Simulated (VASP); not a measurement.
Set up this calculation in VASP 6.6.1, as the native input.

- Task: single point
- Functional: PBE
- Potentials or basis: VASP PAW PBE potentials, release 64 (Ir)
- Cutoff: 520 eV
- k mesh: 17 × 17 × 17
- Occupations: methfessel-paxton, width 0.1 eV
- Spin: no spin polarisation
- Dipole correction: no
- Further INCAR settings: ALGO = Normal; EDIFF = 1e-06; NBANDS = 10

The structure of Ir lies in POSCAR:

```
Ir
1.0
    0.0000000000      1.9350097267      1.9350097267
    1.9350097267      0.0000000000      1.9350097267
    1.9350097267      1.9350097267      0.0000000000
Ir
1
Direct
    0.0000000000      0.0000000000      0.0000000000
```

The input as run:

INCAR

```
SYSTEM = Ir
PREC = Accurate
ENCUT = 520
EDIFF = 1E-6
ISMEAR = 1
SIGMA = 0.1
LREAL = .FALSE.
LASPH = .TRUE.
NELM = 80
ALGO = Normal
ISIF = 2
LWAVE = .FALSE.
LCHARG = .FALSE.
GGA = PE
NBANDS = 10
```

KPOINTS

```
regular mesh
0
G
  17 17 17
  0 0 0
```

Potentials or basis: VASP PAW PBE potentials, release 64 (Ir).

Run with:

```bash
$ cat potpaw_PBE.64/Ir/POTCAR > POTCAR
$ mpirun -np 1 vasp_std > vasp.out
```

It gave:

```json
{
 "Pressure": "0.6 GPa"
}
```

It took 12 s on 1 thread of Intel(R) Xeon(R) Platinum 8375C CPU @ 2.90GHz (Ice Lake) (shared host), peak memory 0.14 GiB.
